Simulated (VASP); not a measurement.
# Bi3Os (Pm-3m) in VASP: a series of runs

Runs on Bi3Os. Level: PBE. Tasks: single point.

Program: VASP 6.6.1. These are calculated values, not measurements. Logs are shortened: lines on timing, memory, paths and dates and some standing lists are left out, and cuts for length are marked.

### Step 1. The cell of the first run

Symmetry: Pm-3m, No. 221, cubic system. Conventional cell: a = 4.691 Å, b = 4.691 Å, c = 4.691 Å, α = 90.00°, β = 90.00°, γ = 90.00°. Within 4.4 Å of Bi (site symmetry 4/mmm) lie 8 Bi at 3.32 Å and 4 Os at 3.32 Å. Os (site symmetry m-3m) has 12 Bi at 3.32 Å within 4.4 Å.

### Step 2. Single point, PBE

The input, INCAR:

```
ALGO = Normal
EDIFF = 1E-6
ENCUT = 520
GGA = PE
ISIF = 2
ISMEAR = 0
LASPH = True
LCHARG = False
LREAL = False
LWAVE = False
NBANDS = 34
NELM = 80
PREC = Accurate
SIGMA = 0.1
```

The input, KPOINTS:

```
k-points
0
Gamma
  4 4 4
```

The input, POSCAR:

```
Bi3Os
1.0
    4.6906976911      0.0000000000      0.0000000000
    0.0000000000      4.6906976911      0.0000000000
    0.0000000000      0.0000000000      4.6906976911
Bi Os
3 1
Direct
    0.0000000000      0.5000000000      0.5000000000
    0.5000000000      0.0000000000      0.5000000000
    0.5000000000      0.5000000000      0.0000000000
    0.0000000000      0.0000000000      0.0000000000
```

Potentials or basis: VASP PAW PBE potentials, release 64 (Bi_d, Os).

Launch:

```console
$ cat potpaw_PBE.64/Bi_d/POTCAR potpaw_PBE.64/Os/POTCAR > POTCAR
$ mpirun -np 1 vasp_std > vasp.out
```

OUTCAR:

```text
EDIFF = 1E-6
   ENCUT = 520
   GGA = PE
   ISIF = 2
   ISMEAR = 0
   LASPH = True
   LREAL = False
   NELM = 80
   PREC = Accurate

 ion  position               nearest neighbor table
   1  0.000  0.500  0.500-   2 3.32   3 3.32   4 3.32   3 3.32   4 3.32   2 3.32   4 3.32   4 3.32
                             2 3.32   3 3.32   3 3.32   2 3.32
   2  0.500  0.000  0.500-   1 3.32   3 3.32   4 3.32   3 3.32   4 3.32   1 3.32   3 3.32   3 3.32
                             1 3.32   4 3.32   4 3.32   1 3.32
   3  0.500  0.500  0.000-   1 3.32   2 3.32   4 3.32   1 3.32   2 3.32   2 3.32   4 3.32   2 3.32
                             1 3.32   4 3.32   1 3.32   4 3.32
   4  0.000  0.000  0.000-   1 3.32   2 3.32   3 3.32   1 3.32   2 3.32   1 3.32   3 3.32   1 3.32
                             2 3.32   3 3.32   2 3.32   3 3.32

  LATTYP: Found a simple cubic cell.
 ALAT       =     4.6906976911

  Lattice vectors:

 A1 = (   4.6906976911,   0.0000000000,   0.0000000000)
 A2 = (   0.0000000000,   4.6906976911,   0.0000000000)
 A3 = (   0.0000000000,   0.0000000000,   4.6906976911)

Analysis of symmetry for initial positions (statically):
=====================================================================
 Subroutine PRICEL returns:
 Original cell was already a primitive cell.

 Routine SETGRP: Setting up the symmetry group for a
 simple cubic supercell.

 Subroutine GETGRP returns: Found 48 space group operations
 (whereof 48 operations were pure point group operations)
 out of a pool of 48 trial point group operations.

The static configuration has the point symmetry O_h .

Analysis of symmetry for dynamics (positions and initial velocities):
=====================================================================
 Subroutine PRICEL returns:
 Original cell was already a primitive cell.

 Routine SETGRP: Setting up the symmetry group for a
 simple cubic supercell.

 Subroutine GETGRP returns: Found 48 space group operations
 (whereof 48 operations were pure point group operations)
 out of a pool of 48 trial point group operations.

The dynamic configuration has the point symmetry O_h .

 Subroutine INISYM returns: Found 48 space group operations
 (whereof 48 operations are pure point group operations),
 and found     1 'primitive' translations

----------------------------------------------------------------------------------------

                                     Primitive cell

  volume of cell :     103.2078

  direct lattice vectors                    reciprocal lattice vectors
     4.690697691  0.000000000  0.000000000     0.213187902  0.000000000  0.000000000
     0.000000000  4.690697691  0.000000000     0.000000000  0.213187902  0.000000000
     0.000000000  0.000000000  4.690697691     0.000000000  0.000000000  0.213187902

  length of vectors
     4.690697691  4.690697691  4.690697691     0.213187902  0.213187902  0.213187902

  position of ions in fractional coordinates (direct lattice)
     0.000000000  0.500000000  0.500000000
     0.500000000  0.000000000  0.500000000
     0.500000000  0.500000000  0.000000000
     0.000000000  0.000000000  0.000000000

  ion indices of the primitive-cell ions
   primitive index   ion index
                 1           1
                 2           2
                 3           3
                 4           4

----------------------------------------------------------------------------------------

 KPOINTS: k-points

Automatic generation of k-mesh.
 Grid dimensions read from file:
 generate k-points for:    4    4    4

 Generating k-lattice:

  Cartesian coordinates                     Fractional coordinates (reciprocal lattice)
     0.053296976  0.000000000  0.000000000     0.250000000  0.000000000  0.000000000
     0.000000000  0.053296976  0.000000000     0.000000000  0.250000000  0.000000000
     0.000000000  0.000000000  0.053296976     0.000000000  0.000000000  0.250000000

  Length of vectors
     0.053296976  0.053296976  0.053296976

  Shift w.r.t. Gamma in fractional coordinates (k-lattice)
     0.000000000  0.000000000  0.000000000

 Subroutine IBZKPT returns following result:
 ===========================================

 Found     10 irreducible k-points:

 Following reciprocal coordinates:
            Coordinates               Weight
  0.000000  0.000000  0.000000      1.000000
  0.250000  0.000000  0.000000      6.000000
  0.500000  0.000000  0.000000      3.000000
  0.250000  0.250000  0.000000     12.000000
  0.500000  0.250000  0.000000     12.000000
  0.500000  0.500000  0.000000      3.000000
  0.250000  0.250000  0.250000      8.000000
  0.500000  0.250000  0.250000     12.000000
  0.500000  0.500000  0.250000      6.000000
  0.500000  0.500000  0.500000      1.000000
   k-points           NKPTS =     10   k-points in BZ     NKDIM =     10   number of bands    NBANDS=     34
   number of dos      NEDOS =    301   number of ions     NIONS =      4
   total plane-waves  NPLWV =  46656
   dimension x,y,z NGX =    36 NGY =   36 NGZ =   36
   dimension x,y,z NGXF=    72 NGYF=   72 NGZF=   72
   ions per type =               3   1
   NGX,Y,Z   is equivalent  to a cutoff of  12.76, 12.76, 12.76 a.u.
   NGXF,Y,Z  is equivalent  to a cutoff of  25.52, 25.52, 25.52 a.u.
 SYSTEM =  unknown system
   PREC   = accura    normal or accurate (medium, high low for compatibility)
   ISTART =      0    job   : 0-new  1-cont  2-samecut
   ICHARG =      2    charge: 1-file 2-atom 10-const
   ISPIN  =      1    spin polarized calculation?
   LNONCOLLINEAR =      F non collinear calculations
   LSORBIT =      F    spin-orbit coupling
   LASPH  =      T    aspherical Exc in radial PAW
   ENCUT  =  520.0 eV  38.22 Ry    6.18 a.u.   8.72  8.72  8.72*2*pi/ulx,y,z
   NELM   =     80;   NELMIN=  2; NELMDL= -5     # of ELM steps
   EDIFF  = 0.1E-05   stopping-criterion for ELM
   LREAL  =      F    real-space projection
[... 7 lines left out ...]
   TEBEG  =    0.0;   TEEND  =   0.0 temperature during run
   PSTRESS=    0.0 pullay stress
   NELECT =      53.0000    total number of electrons
   NUPDOWN=      -1.0000    fix difference up-down
   EMIN   =  10.00;   EMAX   =-10.00  energy-range for DOS
   EFERMI =   0.00;   METHOD = LEGACY
   ISMEAR =     0;   SIGMA  =   0.10  broadening in eV -4-tet -1-fermi 0-gaus
   EFERMI_NEDOS =   21; number of points for ismear=-14 and -15
   IALGO  =     38    algorithm
   IMIX   =      4    mixing-type and parameters
     AMIX     =   0.40;   BMIX     =  1.00
     AMIX_MAG =   1.60;   BMIX_MAG =  1.00
  volume/ion in A,a.u.               =      25.80       174.12
  Fermi-wavevector in a.u.,A,eV,Ry     =   1.310980  2.477393 23.383899  1.718668
  Thomas-Fermi vector in A             =   2.441473
   LORBIT       =      0    0 simple, 1 ext, 2 COOP (PROOUT), +10 PAW based schemes
   GGA     = PE    functional components
   LHFCALC =     F    Hartree Fock is set to
   AEXX    =    0.0000 exact exchange contribution
   IVDW    =     0    specifies the selected vdW correction
   LEPSILON=     F    determine dielectric tensor
   LRPA    =     F    only Hartree local field effects (RPA)
 non-spin polarized calculation
 Gauss-broadening in eV      SIGMA  =   0.10
  energy-cutoff  :      520.00
  volume of cell :      103.21
 maximum number of plane-waves:      2809
 NGX is ok and might be reduce to    36
   NGX = 17   NGY = 17   NGZ = 17

 number of electron      52.9999970 magnetization

 Free energy of the ion-electron system (eV)
  ---------------------------------------------------
  ext. energy  EPLUGINS =         0.00000000
  ---------------------------------------------------
  free energy    TOTEN  =       -19.41371642 eV

  energy without entropy =      -19.39466034  energy(sigma->0) =      -19.40418838

 E-fermi :   8.1893     XC(G=0): -11.0816

 val. band max:        8.1487847160   @ k =   0.5000   0.5000   0.5000
 cond. band min:       8.5767422839   @ k =   0.5000   0.0000   0.0000
 fundamental gap:      0.4279575679
 Fermi energy:         8.1893115512

 k-point     1 :       0.0000    0.0000    0.0000
  band No.  band energies     occupation
      1     -14.8054      2.00000
      2     -14.8054      2.00000
      3     -14.8054      2.00000
      4     -14.7753      2.00000
      5     -14.6384      2.00000
      6     -14.6384      2.00000
[... 26 lines left out ...]
     33      11.4838      0.00000
     34      14.6783      0.00000

 k-point     2 :       0.2500    0.0000    0.0000
  band No.  band energies     occupation
      1     -14.8003      2.00000
      2     -14.7535      2.00000
      3     -14.7535      2.00000
      4     -14.7432      2.00000
      5     -14.6346      2.00000
      6     -14.6103      2.00000
[... 26 lines left out ...]
     33      11.2937      0.00000
     34      15.3443      0.00000

 k-point     3 :       0.5000    0.0000    0.0000
  band No.  band energies     occupation
      1     -14.7950      2.00000
      2     -14.6942      2.00000
      3     -14.6322      2.00000
      4     -14.6322      2.00000
      5     -14.6293      2.00000
      6     -14.6171      2.00000
[... 26 lines left out ...]
     33      12.7988      0.00000
     34      13.0740      0.00000
[... 186 lines left out ...]
 k-point     9 :       0.5000    0.5000    0.2500
  band No.  band energies     occupation
      1     -14.7084      2.00000
      2     -14.7084      2.00000
      3     -14.7007      2.00000
      4     -14.6678      2.00000
      5     -14.6678      2.00000
      6     -14.6486      2.00000
[... 26 lines left out ...]
     33      13.7128      0.00000
     34      15.8790      0.00000

 k-point    10 :       0.5000    0.5000    0.5000
  band No.  band energies     occupation
      1     -14.7226      2.00000
      2     -14.7226      2.00000
      3     -14.7226      2.00000
      4     -14.6841      2.00000
      5     -14.6841      2.00000
      6     -14.6841      2.00000
[... 26 lines left out ...]
     33      13.3914      0.00000
     34      17.4915      0.00000

------------------------ aborting loop because EDIFF is reached ----------------------------------------

  FORCE on cell =-STRESS in cart. coord.  units (eV):
  Direction    XX          YY          ZZ          XY          YZ          ZX
  --------------------------------------------------------------------------------------
  -------------------------------------------------------------------------------------
  Total       -1.0155815     -1.0155815     -1.0155815      0.0000000     -0.0000000      0.0000000
  in kB      -15.7656923    -15.7656923    -15.7656923      0.0000000     -0.0000000      0.0000000
  external PRESSURE =     -15.7656923 kB  Pullay stress =       0.0000000 kB

 VOLUME and BASIS-vectors are now :
 -----------------------------------------------------------------------------
  energy-cutoff  :      520.00
  volume of cell :      103.21
      direct lattice vectors                 reciprocal lattice vectors
     4.690697691  0.000000000  0.000000000     0.213187902  0.000000000  0.000000000
     0.000000000  4.690697691  0.000000000     0.000000000  0.213187902  0.000000000
     0.000000000  0.000000000  4.690697691     0.000000000  0.000000000  0.213187902

 POSITION                                       TOTAL-FORCE (eV/Angst)
 -----------------------------------------------------------------------------------
      0.00000      2.34535      2.34535         0.000000      0.000000      0.000000
      2.34535      0.00000      2.34535         0.000000      0.000000      0.000000
      2.34535      2.34535      0.00000         0.000000      0.000000      0.000000
      0.00000      0.00000      0.00000         0.000000      0.000000      0.000000
 -----------------------------------------------------------------------------------
    total drift:                                0.000000      0.000000      0.000000

  FREE ENERGIE OF THE ION-ELECTRON SYSTEM (eV)
  ---------------------------------------------------
  free  energy   TOTEN  =       -19.4137164167 eV

  energy  without entropy=      -19.3946603380  energy(sigma->0) =      -19.40418838
```

It took 33 s on 1 thread of Intel Xeon Platinum 8124M at 3.00GHz (Skylake/Cascade Lake), shared host; peak memory 0.21 GiB.

Results:

- Free energy: -19.4137 eV
- Pressure: -1.6 GPa

Caveat: spin-orbit coupling is left out, which moves the levels of the heavy elements.

### Step 3. Single point, PBE

This run uses another cell than the first one, of 25.50 Å³/atom, 0.988 times its volume.

The input, INCAR:

```
  ALGO = Fast
  EDIFF = 1E-6
  ENCUT = 520
  GGA = PE
  ISIF = 2
  ISMEAR = 0
  LASPH = T
  LCHARG = T
  LELF = T
  LREAL = F
  LVHAR = T
  LWAVE = F
  NBANDS = 34
  NELM = 60
  PREC = Accurate
  SIGMA = 0.1
```

The input, KPOINTS:

```
k-points
0
Gamma
  10 10 10
```

The input, POSCAR:

```
Bi3Os
1.0
    4.6720502132      0.0000000000      0.0000000000
    0.0000000000      4.6720502132      0.0000000000
    0.0000000000      0.0000000000      4.6720502132
Bi Os
3 1
Direct
    0.0000000000      0.5000000000      0.5000000000
    0.5000000000      0.0000000000      0.5000000000
    0.5000000000      0.5000000000      0.0000000000
    0.0000000000      0.0000000000      0.0000000000
```

Potentials or basis: VASP PAW PBE potentials, release 64 (Bi_d, Os).

Launch:

```console
$ cat potpaw_PBE.64/Bi_d/POTCAR potpaw_PBE.64/Os/POTCAR > POTCAR
$ mpirun -np 1 vasp_std > vasp.out
```

OUTCAR:

```text
EDIFF = 1E-6
   ENCUT = 520
   GGA = PE
   ISIF = 2
   ISMEAR = 0
   LASPH = T
   LREAL = F
   NELM = 60
   PREC = Accurate

 ion  position               nearest neighbor table
   1  0.000  0.500  0.500-   2 3.30   3 3.30   4 3.30   3 3.30   4 3.30   2 3.30   4 3.30   4 3.30
                             2 3.30   3 3.30   3 3.30   2 3.30
   2  0.500  0.000  0.500-   1 3.30   3 3.30   4 3.30   3 3.30   4 3.30   1 3.30   3 3.30   3 3.30
                             1 3.30   4 3.30   4 3.30   1 3.30
   3  0.500  0.500  0.000-   1 3.30   2 3.30   4 3.30   1 3.30   2 3.30   2 3.30   4 3.30   2 3.30
                             1 3.30   4 3.30   1 3.30   4 3.30
   4  0.000  0.000  0.000-   1 3.30   2 3.30   3 3.30   1 3.30   2 3.30   1 3.30   3 3.30   1 3.30
                             2 3.30   3 3.30   2 3.30   3 3.30

  LATTYP: Found a simple cubic cell.
 ALAT       =     4.6720502132

  Lattice vectors:

 A1 = (   4.6720502132,   0.0000000000,   0.0000000000)
 A2 = (   0.0000000000,   4.6720502132,   0.0000000000)
 A3 = (   0.0000000000,   0.0000000000,   4.6720502132)

Analysis of symmetry for initial positions (statically):
=====================================================================
 Subroutine PRICEL returns:
 Original cell was already a primitive cell.

 Routine SETGRP: Setting up the symmetry group for a
 simple cubic supercell.

 Subroutine GETGRP returns: Found 48 space group operations
 (whereof 48 operations were pure point group operations)
 out of a pool of 48 trial point group operations.

The static configuration has the point symmetry O_h .

Analysis of symmetry for dynamics (positions and initial velocities):
=====================================================================
 Subroutine PRICEL returns:
 Original cell was already a primitive cell.

 Routine SETGRP: Setting up the symmetry group for a
[... 127 lines left out ...]
   IALGO  =     68    algorithm
   IMIX   =      4    mixing-type and parameters
     AMIX     =   0.40;   BMIX     =  1.00
     AMIX_MAG =   1.60;   BMIX_MAG =  1.00
  volume/ion in A,a.u.               =      25.50       172.05
  Fermi-wavevector in a.u.,A,eV,Ry     =   1.316212  2.487281 23.570935  1.732415
  Thomas-Fermi vector in A             =   2.446340
   LORBIT       =      0    0 simple, 1 ext, 2 COOP (PROOUT), +10 PAW based schemes
   GGA     = PE    functional components
   LHFCALC =     F    Hartree Fock is set to
   AEXX    =    0.0000 exact exchange contribution
   IVDW    =     0    specifies the selected vdW correction
   LEPSILON=     F    determine dielectric tensor
   LRPA    =     F    only Hartree local field effects (RPA)
 non-spin polarized calculation
 RMM-DIIS sequential band-by-band and
 Gauss-broadening in eV      SIGMA  =   0.10
  energy-cutoff  :      520.00
  volume of cell :      101.98
 maximum number of plane-waves:      2800
 NGX is ok and might be reduce to    36
   NGX = 17   NGY = 17   NGZ = 17

 number of electron      52.9999963 magnetization

 Free energy of the ion-electron system (eV)
  ---------------------------------------------------
  ext. energy  EPLUGINS =         0.00000000
  ---------------------------------------------------
  free energy    TOTEN  =       -19.22403573 eV

  energy without entropy =      -19.20753157  energy(sigma->0) =      -19.21578365

 E-fermi :   8.4758     XC(G=0): -11.1422

 val. band max:        8.4749557696   @ k =   0.4000   0.4000   0.1000
 cond. band min:       8.4928601448   @ k =   0.2000   0.1000   0.1000
 fundamental gap:      0.0179043752
 Fermi energy:         8.4757854764

 k-point     1 :       0.0000    0.0000    0.0000
  band No.  band energies     occupation
      1     -14.6792      2.00000
      2     -14.6792      2.00000
      3     -14.6792      2.00000
      4     -14.6557      2.00000
      5     -14.4928      2.00000
      6     -14.4928      2.00000
[... 877 lines left out ...]
     33      12.0630      0.00000
     34      14.5726      0.00000

 [... further k-points ...]

------------------------ aborting loop because EDIFF is reached ----------------------------------------

  FORCE on cell =-STRESS in cart. coord.  units (eV):
  Direction    XX          YY          ZZ          XY          YZ          ZX
  --------------------------------------------------------------------------------------
  -------------------------------------------------------------------------------------
  Total       -0.0687848     -0.0687848     -0.0687848     -0.0000000     -0.0000000     -0.0000000
  in kB       -1.0806395     -1.0806395     -1.0806395     -0.0000000     -0.0000000     -0.0000000
  external PRESSURE =      -1.0806395 kB  Pullay stress =       0.0000000 kB

 VOLUME and BASIS-vectors are now :
 -----------------------------------------------------------------------------
  energy-cutoff  :      520.00
  volume of cell :      101.98
      direct lattice vectors                 reciprocal lattice vectors
     4.672050213  0.000000000  0.000000000     0.214038795  0.000000000  0.000000000
     0.000000000  4.672050213  0.000000000     0.000000000  0.214038795  0.000000000
     0.000000000  0.000000000  4.672050213     0.000000000  0.000000000  0.214038795

 POSITION                                       TOTAL-FORCE (eV/Angst)
 -----------------------------------------------------------------------------------
      0.00000      2.33603      2.33603         0.000000      0.000000      0.000000
      2.33603      0.00000      2.33603         0.000000      0.000000      0.000000
      2.33603      2.33603      0.00000         0.000000      0.000000      0.000000
      0.00000      0.00000      0.00000         0.000000      0.000000      0.000000
 -----------------------------------------------------------------------------------
    total drift:                                0.000000      0.000000      0.000000

  FREE ENERGIE OF THE ION-ELECTRON SYSTEM (eV)
  ---------------------------------------------------
  free  energy   TOTEN  =       -19.2240357303 eV

  energy  without entropy=      -19.2075315701  energy(sigma->0) =      -19.21578365
```

It took 2.9 min on 1 thread of Intel Xeon Platinum 8124M at 3.00GHz (Skylake/Cascade Lake), shared host; peak memory 0.32 GiB.

What came out:

```yaml
Free_energy: -19.2240 eV
Pressure: -0.1 GPa
```

Levels at points of the mesh, in eV from the Fermi level:
```
           k point  band 24  band 25  band 26  band 27  band 28  band 29  band 30  band 31
(0.00, 0.00, 0.00)    -0.79    -0.79    -0.65    -0.65     1.18     1.18     1.18     3.18
(0.50, 0.00, 0.00)    -1.17    -0.78    -0.47    -0.39     0.25     0.25     2.74     4.03
(0.50, 0.50, 0.00)    -0.87    -0.87    -0.72    -0.59    -0.21     2.31     2.31     3.39
(0.50, 0.50, 0.50)    -0.35    -0.35    -0.15    -0.15    -0.15     4.63     4.63     5.15
```

Caveat: spin-orbit coupling is left out, which moves the levels of the heavy elements.
